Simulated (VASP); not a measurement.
A run of VASP 6.6.1 is set up as follows.

File INCAR:

```
SYSTEM = Sn
PREC     = Accurate       ! precision mode
ENCUT    = 520            ! plane-wave cutoff, eV
EDIFF    = 1E-7           ! SCF threshold, eV
ISMEAR   = -1             ! smearing method
SIGMA    = 0.05           ! smearing width, eV
LREAL    = .FALSE.        ! projectors in reciprocal space
LASPH    = .TRUE.         ! aspherical terms in the spheres
NELM     = 80             ! most SCF steps
ALGO     = Fast           ! electronic algorithm
ISIF     = 2              ! what is computed and relaxed
LWAVE    = .FALSE.        ! write WAVECAR
LCHARG   = .TRUE.         ! write CHGCAR
GGA      = RE             ! functional
LELF     = .TRUE.         ! ELF
LVHAR    = .TRUE.       
NBANDS   = 13             ! bands
```

KPOINTS

```
Automatic mesh
0
G
  10 10 10
  0 0 0
```

Contents of POSCAR:

```
Sn
1.0
   -2.0477222259      2.0477222259      1.6946762654
    2.0477222259     -2.0477222259      1.6946762654
    2.0477222259      2.0477222259     -1.6946762654
Sn
1
Direct
    0.0000000000      0.0000000000      0.0000000000
```

Potentials or basis: VASP PAW PBE potentials, release 64 (Sn_d).

Launch:

```sh
$ cat potpaw_PBE.64/Sn_d/POTCAR > POTCAR
$ mpirun -np 1 vasp_std > vasp.out
```

Q: Estimate the band gap on the k mesh.

A: Zero (band 7 reaches 14.25 eV, above the bottom of band 8 at 5.67 eV).

Q: Estimate the pressure.

A: 0.0 GPa.

Caveat: the PAW data sets were made with another functional, which shifts forces and pressure a little; spin-orbit coupling is left out, which moves the levels of the heavy elements.
